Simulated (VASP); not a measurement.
Write the native input for VASP 6.6.1 that does the following.

```yaml
Task: single point
Functional: LDA
Potentials_or_basis: VASP PAW LDA potentials, release 64 (Zn, S)
Cutoff: 500 eV
k_mesh: 8 × 6 × 8
Occupations: gaussian, width 0.02 eV
Spin: no spin polarisation
Dipole_correction: no
Further_INCAR_settings: ALGO = Normal; EDIFF = 1e-06; NBANDS = 26
```

The structure of ZnS (l.eB) lies in POSCAR:

```
ZnS
1.0
    3.9750342851      0.0000000000      0.0000000000
    0.0000000000      5.6215474209      0.0000000000
    0.0000000000      0.0000000000      3.6036347308
Zn S
2 2
Direct
    0.0000000000      0.0067042946      0.0000000000
    0.5000000000      0.5067042946      0.5000000000
    0.5000000000      0.2432957054      0.0000000000
    0.0000000000      0.7432957054      0.5000000000
```

One way to write it, as run:

INCAR

```
SYSTEM = ZnS
PREC     = Accurate       ! precision mode
ENCUT    = 500            ! plane-wave cutoff, eV
EDIFF    = 1E-6           ! SCF threshold, eV
ISMEAR   = 0              ! smearing method
SIGMA    = 0.02           ! smearing width, eV
LREAL    = .FALSE.        ! projectors in reciprocal space
LASPH    = .TRUE.         ! aspherical terms in the spheres
NELM     = 120            ! most SCF steps
ALGO     = Normal         ! electronic algorithm
ISIF     = 2              ! what is computed and relaxed
LWAVE    = .FALSE.        ! write WAVECAR
LCHARG   = .FALSE.        ! write CHGCAR
GGA      = CA             ! functional
NBANDS   = 26             ! bands
GGA_COMPAT= .FALSE.
```

KPOINTS

```
Automatic mesh
0
G
  8 6 8
  0 0 0
```

Potentials or basis: VASP PAW LDA potentials, release 64 (Zn, S).

Launch:

```console
$ cat potpaw_LDA.64/Zn/POTCAR potpaw_LDA.64/S/POTCAR > POTCAR
$ mpirun -np 1 vasp_std > vasp.out
```

Results of the run:

The pressure is -5.6 GPa and the largest force is 0.005 eV/Å. The band gap on the k mesh is 1.31 eV.

Wall time 2 min on 1 thread of Intel(R) Xeon(R) Platinum 8375C CPU @ 2.90GHz (Ice Lake), with other jobs on the host, peak memory 0.27 GiB.
